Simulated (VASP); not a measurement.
Write the native input for VASP 6.6.1 that does the following.

| Quantity | Value |
| --- | --- |
| Task | single point |
| Functional | PBE |
| Potentials or basis | VASP PAW PBE potentials, release 64 (Li_sv, F) |
| Cutoff | 520 eV |
| k mesh | 6 × 6 × 6 |
| Occupations | gaussian, width 0.01 eV |
| Spin | no spin polarisation |
| Dipole correction | no |
| Further INCAR settings | ALGO = Normal; EDIFF = 1e-06; NBANDS = 12 |

The structure of LiF lies in POSCAR:

```
LiF
1.0
    0.0000000000      1.9449999469      1.9449999469
    1.9449999469      0.0000000000      1.9449999469
    1.9449999469      1.9449999469      0.0000000000
Li F
1 1
Direct
    0.0000000000      0.0000000000      0.0000000000
    0.5000000000      0.5000000000      0.5000000000
```

This cell differs from its parent crystal: strain -2.5%.

These files were run (other wordings do the same):

INCAR

```
SYSTEM = LiF
  PREC = Accurate
  ENCUT = 520
  EDIFF = 1E-6
  ISMEAR = 0
  SIGMA = 0.01
  LREAL = .FALSE.
  LASPH = .TRUE.
  NELM = 60
  ALGO = Normal
  ISIF = 2
  LWAVE = .FALSE.
  LCHARG = .TRUE.
  GGA = PE
  LELF = .TRUE.
  LVHAR = .TRUE.
  NBANDS = 12
```

KPOINTS

```
regular mesh
0
G
  6 6 6
  0 0 0
```

Potentials or basis: VASP PAW PBE potentials, release 64 (Li_sv, F).

The run is started by

```bash
$ cat potpaw_PBE.64/Li_sv/POTCAR potpaw_PBE.64/F/POTCAR > POTCAR
$ mpirun -np 1 vasp_std > vasp.out
```

Results of the run:

| Quantity | Value |
| --- | --- |
| Band gap on the k mesh | 10.08 eV, direct |

Caveat: the k points lie up to 0.47 Å⁻¹ apart; the cell differs from its parent crystal (strain -2.5%).

It took 3.2 s on 1 thread of Intel Xeon 6975P-C (shared host), peak memory 0.12 GiB.
